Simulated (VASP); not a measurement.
# BAs (F-43m) in VASP: notebook

The runs below take BAs through single point, with PBE.

Everything below comes from runs of VASP 6.6.1. Logs are shortened: lines on timing, memory, paths and dates and some standing lists are left out, and cuts for length are marked.

**1. The cell of the first run**

It takes space group F-43m (No. 216, cubic). Conventional cell: a = 4.816 Å, b = 4.816 Å, c = 4.816 Å, α = 90.00°, β = 90.00°, γ = 90.00°. B (site symmetry -43m) has 4 As at 2.09 Å within 2.8 Å. Within 2.8 Å of As (site symmetry -43m) lie 4 B at 2.09 Å.

**2. Single point, PBE**

INCAR

```
ALGO     = Normal         # electronic algorithm
EDIFF    = 1E-6           # SCF threshold, eV
ENCUT    = 520            # plane-wave cutoff, eV
GGA      = PE             # functional
ISIF     = 2              # what is computed and relaxed
ISMEAR   = 0              # smearing method
LASPH    = T              # aspherical terms in the spheres
LCHARG   = T              # write CHGCAR
LELF     = T              # ELF
LREAL    = F              # projectors in reciprocal space
LVHAR    = T            
LWAVE    = F              # write WAVECAR
NBANDS   = 11             # bands
NELM     = 80             # most SCF steps
PREC     = Accurate       # precision mode
SIGMA    = 0.01           # smearing width, eV
```

KPOINTS

```
k-points
0
Gamma
  8 8 8
```

POSCAR

```
BAs
1.0
    0.0000000000      2.4082405646      2.4082405646
    2.4082405646      0.0000000000      2.4082405646
    2.4082405646      2.4082405646      0.0000000000
B As
1 1
Direct
    0.0000000000      0.0000000000      0.0000000000
    0.2500000000      0.2500000000      0.2500000000
```

Potentials or basis: VASP PAW PBE potentials, release 64 (B, As).

Command:

```
cat potpaw_PBE.64/B/POTCAR potpaw_PBE.64/As/POTCAR > POTCAR
mpirun -np 1 vasp_std > vasp.out
```

OUTCAR:

```text
EDIFF = 1E-6
   ENCUT = 520
   GGA = PE
   ISIF = 2
   ISMEAR = 0
   LASPH = T
   LREAL = F
   NELM = 80
   PREC = Accurate

 ion  position               nearest neighbor table
   1  0.000  0.000  0.000-   2 2.09   2 2.09   2 2.09   2 2.09
   2  0.250  0.250  0.250-   1 2.09   1 2.09   1 2.09   1 2.09

  LATTYP: Found a face centered cubic cell.
 ALAT       =     4.8164811292

  Lattice vectors:

 A1 = (   0.0000000000,   2.4082405646,   2.4082405646)
 A2 = (   2.4082405646,   0.0000000000,   2.4082405646)
 A3 = (   2.4082405646,   2.4082405646,   0.0000000000)

Analysis of symmetry for initial positions (statically):
=====================================================================
 Subroutine PRICEL returns:
 Original cell was already a primitive cell.

 Routine SETGRP: Setting up the symmetry group for a
 face centered cubic supercell.

 Subroutine GETGRP returns: Found 24 space group operations
 (whereof 24 operations were pure point group operations)
 out of a pool of 48 trial point group operations.

The static configuration has the point symmetry T_d .

Analysis of symmetry for dynamics (positions and initial velocities):
=====================================================================
 Subroutine PRICEL returns:
 Original cell was already a primitive cell.

 Routine SETGRP: Setting up the symmetry group for a
 face centered cubic supercell.

 Subroutine GETGRP returns: Found 24 space group operations
 (whereof 24 operations were pure point group operations)
 out of a pool of 48 trial point group operations.

The dynamic configuration has the point symmetry T_d .

 Subroutine INISYM returns: Found 24 space group operations
 (whereof 24 operations are pure point group operations),
 and found     1 'primitive' translations

----------------------------------------------------------------------------------------

                                     Primitive cell

  volume of cell :      27.9338

  direct lattice vectors                    reciprocal lattice vectors
     0.000000000  2.408240565  2.408240565    -0.207620454  0.207620454  0.207620454
     2.408240565  0.000000000  2.408240565     0.207620454 -0.207620454  0.207620454
     2.408240565  2.408240565  0.000000000     0.207620454  0.207620454 -0.207620454

  length of vectors
     3.405766468  3.405766468  3.405766468     0.359609175  0.359609175  0.359609175

  position of ions in fractional coordinates (direct lattice)
     0.000000000  0.000000000  0.000000000
     0.250000000  0.250000000  0.250000000
[... 80 lines left out ...]
   NSW    =      0    number of steps for IOM
   IBRION =     -1    ionic relax: 0-MD 1-quasi-New 2-CG
   NFREE  =      0    steps in history (QN), initial steepest desc. (CG)
   ISIF   =      2    stress and relaxation
   ISYM   =      2    0-nonsym 1-usesym 2-fastsym
   POTIM  = 0.5000    time-step for ionic-motion
   TEBEG  =    0.0;   TEEND  =   0.0 temperature during run
   PSTRESS=    0.0 pullay stress
   NELECT =       8.0000    total number of electrons
   NUPDOWN=      -1.0000    fix difference up-down
   EMIN   =  10.00;   EMAX   =-10.00  energy-range for DOS
   EFERMI =   0.00;   METHOD = LEGACY
   ISMEAR =     0;   SIGMA  =   0.01  broadening in eV -4-tet -1-fermi 0-gaus
   EFERMI_NEDOS =   21; number of points for ismear=-14 and -15
   IALGO  =     38    algorithm
   IMIX   =      4    mixing-type and parameters
     AMIX     =   0.40;   BMIX     =  1.00
     AMIX_MAG =   1.60;   BMIX_MAG =  1.00
  volume/ion in A,a.u.               =      13.97        94.25
  Fermi-wavevector in a.u.,A,eV,Ry     =   1.079100  2.039203 15.843392  1.164456
  Thomas-Fermi vector in A             =   2.215056
   LORBIT       =      0    0 simple, 1 ext, 2 COOP (PROOUT), +10 PAW based schemes
   GGA     = PE    functional components
   LHFCALC =     F    Hartree Fock is set to
   AEXX    =    0.0000 exact exchange contribution
   IVDW    =     0    specifies the selected vdW correction
   LEPSILON=     F    determine dielectric tensor
   LRPA    =     F    only Hartree local field effects (RPA)
 non-spin polarized calculation
 Gauss-broadening in eV      SIGMA  =   0.01
  energy-cutoff  :      520.00
  volume of cell :       27.93
 maximum number of plane-waves:       763
 NGX is ok and might be reduce to    28
   NGX = 13   NGY = 13   NGZ = 13

 number of electron       8.0000000 magnetization

 Free energy of the ion-electron system (eV)
  ---------------------------------------------------
  ext. energy  EPLUGINS =         0.00000000
  ---------------------------------------------------
  free energy    TOTEN  =       -11.41149370 eV

  energy without entropy =      -11.41149370  energy(sigma->0) =      -11.41149370

 E-fermi :   6.0008     XC(G=0): -10.4771

 val. band max:        5.8575029034   @ k =   0.0000   0.0000   0.0000
 cond. band min:       7.0699343835   @ k =   0.3750   0.3750   0.0000
 fundamental gap:      1.2124314801
 Fermi energy:         6.0007708193

 k-point     1 :       0.0000    0.0000    0.0000
  band No.  band energies     occupation
      1      -9.3210      2.00000
      2       5.8575      2.00000
      3       5.8575      2.00000
      4       5.8575      2.00000
      5       9.1030      0.00000
      6       9.1030      0.00000
      7       9.1030      0.00000
      8      10.2325      0.00000
      9      15.3219      0.00000
     10      18.7083      0.00000
     11      18.7083      0.00000
[... 309 lines left out ...]
 k-point    24 :      -0.3750    0.2500    0.1250
  band No.  band energies     occupation
      1      -5.9808      2.00000
      2      -2.2791      2.00000
      3       1.3895      2.00000
      4       2.8657      2.00000
      5       9.7756      0.00000
      6      10.5556      0.00000
      7      13.1817      0.00000
      8      14.7316      0.00000
      9      16.1097      0.00000
     10      19.8813      0.00000
     11      20.9234      0.00000

 [... further k-points ...]
[... 5 lines left out ...]
  --------------------------------------------------------------------------------------
  -------------------------------------------------------------------------------------
  Total       -0.0010870     -0.0010870     -0.0010870     -0.0000000     -0.0000000      0.0000000
  in kB       -0.0623448     -0.0623448     -0.0623448     -0.0000000     -0.0000000      0.0000000
  external PRESSURE =      -0.0623448 kB  Pullay stress =       0.0000000 kB

 VOLUME and BASIS-vectors are now :
 -----------------------------------------------------------------------------
  energy-cutoff  :      520.00
  volume of cell :       27.93
      direct lattice vectors                 reciprocal lattice vectors
     0.000000000  2.408240565  2.408240565    -0.207620454  0.207620454  0.207620454
     2.408240565  0.000000000  2.408240565     0.207620454 -0.207620454  0.207620454
     2.408240565  2.408240565  0.000000000     0.207620454  0.207620454 -0.207620454

 POSITION                                       TOTAL-FORCE (eV/Angst)
 -----------------------------------------------------------------------------------
      0.00000      0.00000      0.00000         0.000000      0.000000      0.000000
      1.20412      1.20412      1.20412        -0.000000     -0.000000     -0.000000
 -----------------------------------------------------------------------------------
    total drift:                               -0.000000     -0.000000     -0.000000

  FREE ENERGIE OF THE ION-ELECTRON SYSTEM (eV)
  ---------------------------------------------------
  free  energy   TOTEN  =       -11.4114937049 eV

  energy  without entropy=      -11.4114937049  energy(sigma->0) =      -11.41149370
```

Run time: 22 s. Hardware: 1 thread of AMD EPYC 7R13, shared host; peak memory 0.13 GiB.

Results:

```yaml
Free_energy: -11.4115 eV
Pressure: 0.0 GPa
Band_gap_on_the_k_mesh: 1.21 eV, indirect (least direct gap 3.25 eV)
```

**3. Single point, PBE**

This run uses another cell than the first one, of 14.31 Å³/atom, 1.024 times its volume.

INCAR

```
SYSTEM = BAs
PREC     = Accurate       ! precision mode
ENCUT    = 520            ! plane-wave cutoff, eV
EDIFF    = 1E-6           ! SCF threshold, eV
ISMEAR   = 0              ! smearing method
SIGMA    = 0.01           ! smearing width, eV
LREAL    = .FALSE.        ! projectors in reciprocal space
LASPH    = .TRUE.         ! aspherical terms in the spheres
NELM     = 100            ! most SCF steps
ALGO     = Normal         ! electronic algorithm
ISIF     = 2              ! what is computed and relaxed
LWAVE    = .FALSE.        ! write WAVECAR
LCHARG   = .TRUE.         ! write CHGCAR
GGA      = PE             ! functional
LELF     = .TRUE.         ! ELF
LVHAR    = .TRUE.       
NBANDS   = 11             ! bands
```

KPOINTS

```
Automatic mesh
0
G
  8 8 8
  0 0 0
```

POSCAR

```
BAs
1.0
    0.0000000000      2.4276626983      2.4276626983
    2.4276626983      0.0000000000      2.4276626983
    2.4276626983      2.4276626983      0.0000000000
B As
1 1
Direct
    0.0000000000      0.0000000000      0.0000000000
    0.2500000000      0.2500000000      0.2500000000
```

Potentials or basis: VASP PAW PBE potentials, release 64 (B, As).

Command:

```
cat potpaw_PBE.64/B/POTCAR potpaw_PBE.64/As/POTCAR > POTCAR
mpirun -np 1 vasp_std > vasp.out
```

Run time: 18 s. Hardware: 1 thread of AMD EPYC 7R13, shared host; peak memory 0.13 GiB.

The run converged. Its results:

- Free energy: -11.4050 eV
- Pressure: -3.0 GPa
- Band gap on the k mesh: 1.23 eV, indirect (least direct gap 3.22 eV)

Levels at points of the mesh, in eV from the valence-band top:
```csv
k point,band 1,band 2,band 3,band 4,band 5,band 6,band 7,band 8,band 9
"(0.00, 0.00, 0.00)",-14.97,0.00,0.00,0.00,3.22,3.22,3.22,4.08,9.35
"(0.50, 0.00, 0.00)",-12.27,-8.44,-1.74,-1.74,2.41,4.72,4.72,8.76,12.37
"(0.50, 0.50, 0.00)",-11.03,-8.26,-3.88,-3.88,1.48,1.49,10.91,10.91,12.44
```

**4. Single point, PBE**

This run uses another cell than the first one, of 14.65 Å³/atom, 1.049 times its volume.

INCAR

```
PREC = Accurate ; ENCUT = 520
EDIFF = 1E-7 ; ISMEAR = 0
SIGMA = 0.01 ; LREAL = F
LASPH = T ; NELM = 80
ALGO = Normal ; ISIF = 2
LWAVE = F ; LCHARG = F
GGA = PE ; NBANDS = 11
```

KPOINTS

```
regular mesh
0
Gamma
  8 8 8
```

POSCAR

```
BAs
1.0
    0.0000000000      2.4467789396      2.4467789396
    2.4467789396      0.0000000000      2.4467789396
    2.4467789396      2.4467789396      0.0000000000
B As
1 1
Direct
    0.0000000000      0.0000000000      0.0000000000
    0.2500000000      0.2500000000      0.2500000000
```

Potentials or basis: VASP PAW PBE potentials, release 64 (B, As).

Command:

```
cat potpaw_PBE.64/B/POTCAR potpaw_PBE.64/As/POTCAR > POTCAR
mpirun -np 1 vasp_std > vasp.out
```

OUTCAR:

```text
PREC = Accurate
   ENCUT = 520
   EDIFF = 1E-7
   ISMEAR = 0
   LREAL = F
   LASPH = T
   NELM = 80
   ISIF = 2
   GGA = PE

 ion  position               nearest neighbor table
   1  0.000  0.000  0.000-   2 2.12   2 2.12   2 2.12   2 2.12
   2  0.250  0.250  0.250-   1 2.12   1 2.12   1 2.12   1 2.12

  LATTYP: Found a face centered cubic cell.
 ALAT       =     4.8935578792

  Lattice vectors:

 A1 = (   0.0000000000,   2.4467789396,   2.4467789396)
 A2 = (   2.4467789396,   0.0000000000,   2.4467789396)
 A3 = (   2.4467789396,   2.4467789396,   0.0000000000)

Analysis of symmetry for initial positions (statically):
=====================================================================
 Subroutine PRICEL returns:
 Original cell was already a primitive cell.

 Routine SETGRP: Setting up the symmetry group for a
 face centered cubic supercell.

 Subroutine GETGRP returns: Found 24 space group operations
 (whereof 24 operations were pure point group operations)
 out of a pool of 48 trial point group operations.

The static configuration has the point symmetry T_d .

Analysis of symmetry for dynamics (positions and initial velocities):
=====================================================================
 Subroutine PRICEL returns:
 Original cell was already a primitive cell.

 Routine SETGRP: Setting up the symmetry group for a
 face centered cubic supercell.

 Subroutine GETGRP returns: Found 24 space group operations
 (whereof 24 operations were pure point group operations)
 out of a pool of 48 trial point group operations.

The dynamic configuration has the point symmetry T_d .

 Subroutine INISYM returns: Found 24 space group operations
 (whereof 24 operations are pure point group operations),
 and found     1 'primitive' translations

----------------------------------------------------------------------------------------

                                     Primitive cell

  volume of cell :      29.2964

[... 111 lines left out ...]
  Thomas-Fermi vector in A             =   2.197542
   LORBIT       =      0    0 simple, 1 ext, 2 COOP (PROOUT), +10 PAW based schemes
   GGA     = PE    functional components
   LHFCALC =     F    Hartree Fock is set to
   AEXX    =    0.0000 exact exchange contribution
   IVDW    =     0    specifies the selected vdW correction
   LEPSILON=     F    determine dielectric tensor
   LRPA    =     F    only Hartree local field effects (RPA)
 non-spin polarized calculation
 Gauss-broadening in eV      SIGMA  =   0.01
  energy-cutoff  :      520.00
  volume of cell :       29.30
 maximum number of plane-waves:       817
 NGX is ok and might be reduce to    28
   NGX = 13   NGY = 13   NGZ = 13

 number of electron       7.9999999 magnetization

 Free energy of the ion-electron system (eV)
  ---------------------------------------------------
  ext. energy  EPLUGINS =         0.00000000
  ---------------------------------------------------
  free energy    TOTEN  =       -11.38651637 eV

  energy without entropy =      -11.38651637  energy(sigma->0) =      -11.38651637

 E-fermi :   5.4302     XC(G=0): -10.2730

 val. band max:        5.3529876073   @ k =   0.0000   0.0000   0.0000
 cond. band min:       6.6092994994   @ k =   0.3750   0.3750   0.0000
 fundamental gap:      1.2563118921
 Fermi energy:         5.4302493512

 k-point     1 :       0.0000    0.0000    0.0000
  band No.  band energies     occupation
      1      -9.4095      2.00000
      2       5.3530      2.00000
      3       5.3530      2.00000
      4       5.3530      2.00000
      5       8.5419      0.00000
      6       8.5419      0.00000
      7       8.5419      0.00000
      8       9.1408      0.00000
      9      14.5991      0.00000
     10      18.0170      0.00000
     11      18.0170      0.00000
[... 309 lines left out ...]
 k-point    24 :      -0.3750    0.2500    0.1250
  band No.  band energies     occupation
      1      -6.2673      2.00000
      2      -2.4986      2.00000
      3       1.0622      2.00000
      4       2.5140      2.00000
      5       9.1549      0.00000
      6       9.9451      0.00000
      7      12.4274      0.00000
      8      13.9351      0.00000
      9      15.4153      0.00000
     10      19.0604      0.00000
     11      20.0662      0.00000

 [... further k-points ...]
[... 5 lines left out ...]
  --------------------------------------------------------------------------------------
  -------------------------------------------------------------------------------------
  Total       -1.0405816     -1.0405816     -1.0405816      0.0000000      0.0000000     -0.0000000
  in kB      -56.9078952    -56.9078952    -56.9078952      0.0000000      0.0000000     -0.0000000
  external PRESSURE =     -56.9078952 kB  Pullay stress =       0.0000000 kB

 VOLUME and BASIS-vectors are now :
 -----------------------------------------------------------------------------
  energy-cutoff  :      520.00
  volume of cell :       29.30
      direct lattice vectors                 reciprocal lattice vectors
     0.000000000  2.446778940  2.446778940    -0.204350296  0.204350296  0.204350296
     2.446778940  0.000000000  2.446778940     0.204350296 -0.204350296  0.204350296
     2.446778940  2.446778940  0.000000000     0.204350296  0.204350296 -0.204350296

 POSITION                                       TOTAL-FORCE (eV/Angst)
 -----------------------------------------------------------------------------------
      0.00000      0.00000      0.00000         0.000000     -0.000000     -0.000000
      1.22339      1.22339      1.22339        -0.000000      0.000000      0.000000
 -----------------------------------------------------------------------------------
    total drift:                               -0.000000     -0.000000      0.000000

  FREE ENERGIE OF THE ION-ELECTRON SYSTEM (eV)
  ---------------------------------------------------
  free  energy   TOTEN  =       -11.3865163731 eV

  energy  without entropy=      -11.3865163731  energy(sigma->0) =      -11.38651637
```

stdout:

```text
POSCAR found type information on POSCAR B As
 POSCAR found :  2 types and       2 ions
 scaLAPACK will be used
 LDA part: xc-table for (Slater+PW92), standard interpolation
 POSCAR, INCAR and KPOINTS ok, starting setup
 FFT: planning ... GRIDC
 FFT: planning ... GRID_SOFT
 FFT: planning ... GRID
 WAVECAR not read
 entering main loop
```

Wall time 22 s (1 thread of AMD EPYC 7R13, shared host); peak memory 0.13 GiB.

Results:

* Free energy: -11.3865 eV
* Pressure: -5.7 GPa
* Band gap on the k mesh: 1.26 eV, indirect (least direct gap 3.19 eV)

A k mesh can miss the band edges. Expect the measured gap to be larger: semilocal functionals such as PBE lack the derivative discontinuity.

[end of part 1 of 2]
